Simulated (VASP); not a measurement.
# Cr (Im-3m) in VASP: further runs

Runs on Cr. Level: r2SCAN. Tasks: single point.

All numbers are computed with VASP 6.6.1; they aren't measurements. Logs are shortened: lines on timing, memory, paths and dates and some standing lists are left out, and cuts for length are marked.

## 1. The cell of the first run

The structure is cubic, space group Im-3m (No. 229). Conventional cell: a = 2.830 Å, b = 2.830 Å, c = 2.830 Å, α = 90.00°, β = 90.00°, γ = 90.00°. Cr (site symmetry m-3m) has 14 Cr at 2.45 to 2.83 Å within 3.2 Å.

## 2. Single point, r2SCAN, collinear spin, ferromagnetic start

Input file POSCAR:

```
Cr
1.0
   -1.4148813462      1.4148813462      1.4148813462
    1.4148813462     -1.4148813462      1.4148813462
    1.4148813462      1.4148813462     -1.4148813462
Cr
1
Direct
    0.0000000000      0.0000000000      0.0000000000
```

Input file INCAR.step1:

```
ALGO = Normal ; EDIFF = 1E-4
ENCUT = 520 ; GGA = PE
ISMEAR = -1 ; ISPIN = 2
LASPH = True ; LCHARG = False
LMAXMIX = 4 ; LREAL = False
LWAVE = True ; MAGMOM = 1.5
NBANDS = 16 ; NELM = 150
PREC = Accurate ; SIGMA = 0.03
```

Input file INCAR.step2:

```
ALGO = Normal ; EDIFF = 1E-6
ENCUT = 520 ; ISIF = 2
ISMEAR = -1 ; ISPIN = 2
ISTART = 1 ; LASPH = True
LCHARG = False ; LMAXMIX = 4
LMIXTAU = True ; LORBIT = 11
LREAL = False ; LWAVE = False
MAGMOM = 1.5 ; METAGGA = R2SCAN
NBANDS = 16 ; NELM = 150
PREC = Accurate ; SIGMA = 0.03
```

Input file KPOINTS:

```
k-points
0
Gamma
  15 15 15
```

Potentials or basis: VASP PAW PBE potentials, release 64 (Cr_pv).

The run is started by

```
cat potpaw_PBE.64/Cr_pv/POTCAR > POTCAR
cp INCAR.step1 INCAR
mpirun -np 1 vasp_std > vasp.out
cp INCAR.step2 INCAR
mpirun -np 1 vasp_std > vasp.out
```

OUTCAR:

```text
EDIFF = 1E-6
   ENCUT = 520
   ISIF = 2
   ISMEAR = -1
   ISPIN = 2
   ISTART = 1
   LASPH = True
   LORBIT = 11
   LREAL = False
   METAGGA = R2SCAN
   NELM = 150
   PREC = Accurate

 ion  position               nearest neighbor table
   1  0.000  0.000  0.000-

  LATTYP: Found a body centered cubic cell.
 ALAT       =     2.8297626924

  Lattice vectors:

 A1 = (  -1.4148813462,   1.4148813462,   1.4148813462)
 A2 = (   1.4148813462,  -1.4148813462,   1.4148813462)
 A3 = (   1.4148813462,   1.4148813462,  -1.4148813462)

Analysis of symmetry for initial positions (statically):
=====================================================================
 Subroutine PRICEL returns:
 Original cell was already a primitive cell.

 Routine SETGRP: Setting up the symmetry group for a
 body centered cubic supercell.

 Subroutine GETGRP returns: Found 48 space group operations
 (whereof 48 operations were pure point group operations)
 out of a pool of 48 trial point group operations.

The static configuration has the point symmetry O_h .

Analysis of symmetry for dynamics (positions and initial velocities):
=====================================================================
 Subroutine PRICEL returns:
 Original cell was already a primitive cell.

 Routine SETGRP: Setting up the symmetry group for a
 body centered cubic supercell.

 Subroutine GETGRP returns: Found 48 space group operations
 (whereof 48 operations were pure point group operations)
 out of a pool of 48 trial point group operations.

The dynamic configuration has the point symmetry O_h .

Analysis of structural, dynamic, and magnetic symmetry:
=====================================================================
 Subroutine PRICEL returns:
 Original cell was already a primitive cell.

 Routine SETGRP: Setting up the symmetry group for a
 body centered cubic supercell.

 Subroutine GETGRP returns: Found 48 space group operations
 (whereof 48 operations were pure point group operations)
 out of a pool of 48 trial point group operations.

The overall configuration has the point symmetry O_h .

 Subroutine INISYM returns: Found 48 space group operations
 (whereof 48 operations are pure point group operations),
 and found     1 'primitive' translations

----------------------------------------------------------------------------------------

                                     Primitive cell

  volume of cell :      11.3297

  direct lattice vectors                    reciprocal lattice vectors
    -1.414881346  1.414881346  1.414881346     0.000000000  0.353386523  0.353386523
     1.414881346 -1.414881346  1.414881346     0.353386523  0.000000000  0.353386523
     1.414881346  1.414881346 -1.414881346     0.353386523  0.353386523  0.000000000

  length of vectors
     2.450646378  2.450646378  2.450646378     0.499764014  0.499764014  0.499764014

  position of ions in fractional coordinates (direct lattice)
     0.000000000  0.000000000  0.000000000

  ion indices of the primitive-cell ions
   primitive index   ion index
                 1           1

----------------------------------------------------------------------------------------

 KPOINTS: k-points

Automatic generation of k-mesh.
 Grid dimensions read from file:
 generate k-points for:   15   15   15

 Generating k-lattice:

  Cartesian coordinates                     Fractional coordinates (reciprocal lattice)
     0.000000000  0.023559102  0.023559102     0.066666667  0.000000000  0.000000000
     0.023559102  0.000000000  0.023559102     0.000000000  0.066666667  0.000000000
     0.023559102  0.023559102  0.000000000     0.000000000  0.000000000  0.066666667

  Length of vectors
     0.033317601  0.033317601  0.033317601

  Shift w.r.t. Gamma in fractional coordinates (k-lattice)
     0.000000000  0.000000000  0.000000000

 Subroutine IBZKPT returns following result:
 ===========================================

 Found    120 irreducible k-points:

 Following reciprocal coordinates:
            Coordinates               Weight
  0.000000  0.000000  0.000000      1.000000
  0.066667  0.000000  0.000000     12.000000
  0.133333  0.000000  0.000000     12.000000
  0.200000  0.000000  0.000000     12.000000
  0.266667  0.000000  0.000000     12.000000
  0.333333  0.000000  0.000000     12.000000
[... 16 lines left out ...]
  0.333333  0.200000  0.000000     48.000000
  0.400000  0.200000 -0.000000     24.000000
 [... further k-points ...]
   k-points           NKPTS =    120   k-points in BZ     NKDIM =    120   number of bands    NBANDS=     16
   number of dos      NEDOS =    301   number of ions     NIONS =      1
   total plane-waves  NPLWV =   5832
   dimension x,y,z NGX =    18 NGY =   18 NGZ =   18
   dimension x,y,z NGXF=    36 NGYF=   36 NGZF=   36
   ions per type =               1
   NGX,Y,Z   is equivalent  to a cutoff of  12.21, 12.21, 12.21 a.u.
   NGXF,Y,Z  is equivalent  to a cutoff of  24.42, 24.42, 24.42 a.u.
 SYSTEM =  unknown system
   PREC   = accura    normal or accurate (medium, high low for compatibility)
   ISTART =      1    job   : 0-new  1-cont  2-samecut
   ICHARG =      0    charge: 1-file 2-atom 10-const
   ISPIN  =      2    spin polarized calculation?
   LNONCOLLINEAR =      F non collinear calculations
   LSORBIT =      F    spin-orbit coupling
   LASPH  =      T    aspherical Exc in radial PAW
   ENCUT  =  520.0 eV  38.22 Ry    6.18 a.u.   4.56  4.56  4.56*2*pi/ulx,y,z
   NELM   =    150;   NELMIN=  2; NELMDL=  0     # of ELM steps
   EDIFF  = 0.1E-05   stopping-criterion for ELM
   LREAL  =      F    real-space projection
   EDIFFG = 0.1E-04   stopping-criterion for IOM
   NSW    =      0    number of steps for IOM
   IBRION =     -1    ionic relax: 0-MD 1-quasi-New 2-CG
   NFREE  =      0    steps in history (QN), initial steepest desc. (CG)
   ISIF   =      2    stress and relaxation
   ISYM   =      2    0-nonsym 1-usesym 2-fastsym
   POTIM  = 0.5000    time-step for ionic-motion
   TEBEG  =    0.0;   TEEND  =   0.0 temperature during run
   PSTRESS=    0.0 pullay stress
   NELECT =      12.0000    total number of electrons
   NUPDOWN=      -1.0000    fix difference up-down
   EMIN   =  10.00;   EMAX   =-10.00  energy-range for DOS
   EFERMI =   0.00;   METHOD = LEGACY
   ISMEAR =    -1;   SIGMA  =   0.03  broadening in eV -4-tet -1-fermi 0-gaus
   EFERMI_NEDOS =   21; number of points for ismear=-14 and -15
   IALGO  =     38    algorithm
   IMIX   =      4    mixing-type and parameters
     AMIX     =   0.40;   BMIX     =  1.00
     AMIX_MAG =   1.60;   BMIX_MAG =  1.00
  volume/ion in A,a.u.               =      11.33        76.46
  Fermi-wavevector in a.u.,A,eV,Ry     =   1.668765  3.153509 37.889194  2.784777
  Thomas-Fermi vector in A             =   2.754555
   LORBIT       =     11    0 simple, 1 ext, 2 COOP (PROOUT), +10 PAW based schemes
   METAGGA = R2SCAN    functional components
   LHFCALC =     F    Hartree Fock is set to
   AEXX    =    0.0000 exact exchange contribution
   IVDW    =     0    specifies the selected vdW correction
   LEPSILON=     F    determine dielectric tensor
   LRPA    =     F    only Hartree local field effects (RPA)
 spin polarized calculation
  energy-cutoff  :      520.00
  volume of cell :       11.33
 maximum number of plane-waves:       321
   NGX =  9   NGY =  9   NGZ =  9

 number of electron      12.0000006 magnetization      -0.0000140

 number of electron      12.0000006 magnetization       0.0000019

 Free energy of the ion-electron system (eV)
  ---------------------------------------------------
  ext. energy  EPLUGINS =         0.00000000
  ---------------------------------------------------
  free energy    TOTEN  =       -14.80082249 eV

  energy without entropy =      -14.79767612  energy(sigma->0) =      -14.79924931

 E-fermi :  11.1674     XC(G=0): -15.1139

 val. band max:       11.1485481565   @ k =  -0.2000   0.2000   0.1333
 cond. band min:      11.1744523649   @ k =   0.0667   0.0667   0.0667
 fundamental gap:      0.0259042084
 Fermi energy:        11.1674244841

 spin component 1

 k-point     1 :       0.0000    0.0000    0.0000
  band No.  band energies     occupation
      1     -33.1161      1.00000
      2     -33.1161      1.00000
      3     -33.1161      1.00000
      4       2.7039      1.00000
      5      10.2044      1.00000
      6      10.2045      1.00000
[... 8 lines left out ...]
     15      42.5754      0.00000
     16      47.3789      0.00000

 k-point     2 :       0.0667    0.0000    0.0000
  band No.  band energies     occupation
      1     -33.1623      1.00000
      2     -33.1300      1.00000
      3     -33.1164      1.00000
      4       2.9113      1.00000
      5      10.1227      1.00000
      6      10.1893      1.00000
[... 8 lines left out ...]
     15      43.0567      0.00000
     16      45.4806      0.00000

 k-point     3 :       0.1333    0.0000    0.0000
  band No.  band energies     occupation
      1     -33.2917      1.00000
      2     -33.1693      1.00000
      3     -33.1172      1.00000
      4       3.5078      1.00000
      5       9.8971      1.00000
      6      10.1165      1.00000
[... 8 lines left out ...]
     15      42.9442      0.00000
     16      43.2205      0.00000
[... 362 lines left out ...]
 k-point    23 :       0.3333    0.2000    0.0000
  band No.  band energies     occupation
      1     -33.9907      1.00000
      2     -33.5506      1.00000
      3     -33.2149      1.00000
      4       7.3918      1.00000
      5       8.6561      1.00000
      6       9.7835      1.00000
[... 8 lines left out ...]
     15      42.0157      0.00000
     16      47.5286      0.00000

 k-point    24 :       0.4000    0.2000   -0.0000
  band No.  band energies     occupation
      1     -34.0069      1.00000
      2     -33.5783      1.00000
      3     -33.2169      1.00000
      4       7.3770      1.00000
      5       8.6395      1.00000
      6       9.9526      1.00000
[... 8 lines left out ...]
     15      41.9278      0.00000
     16      47.4487      0.00000

 [... further k-points ...]

 spin component 2

 k-point     1 :       0.0000    0.0000    0.0000
  band No.  band energies     occupation
      1     -33.1161      1.00000
      2     -33.1161      1.00000
      3     -33.1161      1.00000
      4       2.7039      1.00000
      5      10.2044      1.00000
      6      10.2045      1.00000
[... 8 lines left out ...]
     15      42.5754      0.00000
     16      47.3791      0.00000

 k-point     2 :       0.0667    0.0000    0.0000
  band No.  band energies     occupation
      1     -33.1623      1.00000
      2     -33.1300      1.00000
      3     -33.1164      1.00000
      4       2.9113      1.00000
      5      10.1227      1.00000
      6      10.1893      1.00000
[... 8 lines left out ...]
     15      43.0567      0.00000
     16      45.4806      0.00000

 k-point     3 :       0.1333    0.0000    0.0000
  band No.  band energies     occupation
      1     -33.2917      1.00000
      2     -33.1693      1.00000
      3     -33.1172      1.00000
      4       3.5078      1.00000
      5       9.8971      1.00000
      6      10.1166      1.00000
[... 8 lines left out ...]
     15      42.9442      0.00000
     16      43.2205      0.00000
[... 362 lines left out ...]
 k-point    23 :       0.3333    0.2000    0.0000
  band No.  band energies     occupation
      1     -33.9907      1.00000
      2     -33.5506      1.00000
      3     -33.2149      1.00000
      4       7.3918      1.00000
      5       8.6561      1.00000
      6       9.7835      1.00000
[... 8 lines left out ...]
     15      42.0157      0.00000
     16      47.5286      0.00000

 k-point    24 :       0.4000    0.2000   -0.0000
  band No.  band energies     occupation
      1     -34.0069      1.00000
      2     -33.5783      1.00000
      3     -33.2169      1.00000
      4       7.3770      1.00000
      5       8.6395      1.00000
      6       9.9526      1.00000
[... 8 lines left out ...]
     15      41.9278      0.00000
     16      47.4487      0.00000

 [... further k-points ...]

------------------------ aborting loop because EDIFF is reached ----------------------------------------

  FORCE on cell =-STRESS in cart. coord.  units (eV):
  Direction    XX          YY          ZZ          XY          YZ          ZX
  --------------------------------------------------------------------------------------
  -------------------------------------------------------------------------------------
  Total        0.0450456      0.0450456      0.0450456     -0.0000000      0.0000000      0.0000000
  in kB        6.3700452      6.3700452      6.3700452     -0.0000000      0.0000000      0.0000000
  external PRESSURE =       6.3700452 kB  Pullay stress =       0.0000000 kB

 VOLUME and BASIS-vectors are now :
 -----------------------------------------------------------------------------
  energy-cutoff  :      520.00
  volume of cell :       11.33
      direct lattice vectors                 reciprocal lattice vectors
    -1.414881346  1.414881346  1.414881346     0.000000000  0.353386523  0.353386523
     1.414881346 -1.414881346  1.414881346     0.353386523  0.000000000  0.353386523
     1.414881346  1.414881346 -1.414881346     0.353386523  0.353386523  0.000000000

 POSITION                                       TOTAL-FORCE (eV/Angst)
 -----------------------------------------------------------------------------------
      0.00000      0.00000      0.00000        -0.000000     -0.000000      0.000000
 -----------------------------------------------------------------------------------
    total drift:                                0.000000     -0.000000      0.000000

  FREE ENERGIE OF THE ION-ELECTRON SYSTEM (eV)
  ---------------------------------------------------
  free  energy   TOTEN  =       -14.8008224910 eV

  energy  without entropy=      -14.7976761218  energy(sigma->0) =      -14.79924931

 total charge

# of ion       s       p       d       tot
------------------------------------------
    1        0.694   6.438   4.190  11.322

 magnetization (x)

# of ion       s       p       d       tot
------------------------------------------
    1       -0.000  -0.000   0.000   0.000
```

It took 1.8 min on 1 thread of AMD EPYC 7R13 (Zen 3), shared host; peak memory 0.12 GiB.

What came out:

- Free energy: -14.8008 eV
- Pressure: 0.6 GPa
- Band gap on the k mesh: zero (filled and empty bands overlap)
- Net moment: 0.00 μB per cell
- Valence electrons inside the program's atomic spheres: Cr 11.32

Caveat: the PAW data sets were made with another functional, which shifts forces and pressure a little.

## 3. Single point, r2SCAN, collinear spin, ferromagnetic start

POSCAR is that of step 2.

Input file INCAR.step1:

```
ALGO = Normal
EDIFF = 1E-4
ENCUT = 520
GGA = PE
ISMEAR = -1
ISPIN = 2
LASPH = True
LCHARG = False
LMAXMIX = 4
LREAL = False
LWAVE = True
MAGMOM = 1.5
NBANDS = 16
NELM = 150
PREC = Accurate
SIGMA = 0.1
```

Input file INCAR.step2:

```
ALGO = Normal
EDIFF = 1E-7
ENCUT = 520
ISIF = 2
ISMEAR = -1
ISPIN = 2
ISTART = 1
LASPH = True
LCHARG = True
LELF = True
LMAXMIX = 4
LMIXTAU = True
LORBIT = 11
LREAL = False
LVHAR = True
LWAVE = False
MAGMOM = 1.5
METAGGA = R2SCAN
NBANDS = 16
NELM = 150
PREC = Accurate
SIGMA = 0.1
```

KPOINTS is that of step 2.

Potentials or basis: VASP PAW PBE potentials, release 64 (Cr_pv).

The run is started by

```
cat potpaw_PBE.64/Cr_pv/POTCAR > POTCAR
cp INCAR.step1 INCAR
mpirun -np 1 vasp_std > vasp.out
cp INCAR.step2 INCAR
mpirun -np 1 vasp_std > vasp.out
```

It took 2.2 min on 1 thread of AMD EPYC 7R13 (Zen 3), shared host; peak memory 0.12 GiB.

The run converged. Its results:

```yaml
Free_energy: -14.8135 eV
Pressure: 0.7 GPa
Band_gap_on_the_k_mesh: zero (filled and empty bands overlap)
Net_moment: 0.00 μB per cell
Valence_electrons_inside_the_program's_atomic_spheres: Cr 11.32
```

Levels at points of the mesh, in eV from the Fermi level:
Spin up:
```tsv
k point	band 4	band 5	band 6	band 7	band 8	band 9
(0.00, 0.00, 0.00)	-8.47	-0.97	-0.97	-0.97	1.46	1.46
```
Spin down:
| k point | band 4 | band 5 | band 6 | band 7 | band 8 | band 9 |
| --- | --- | --- | --- | --- | --- | --- |
| (0.00, 0.00, 0.00) | -8.47 | -0.97 | -0.97 | -0.97 | 1.46 | 1.46 |

Caveat: the PAW data sets were made with another functional, which shifts forces and pressure a little.

[end of part 1 of 2]
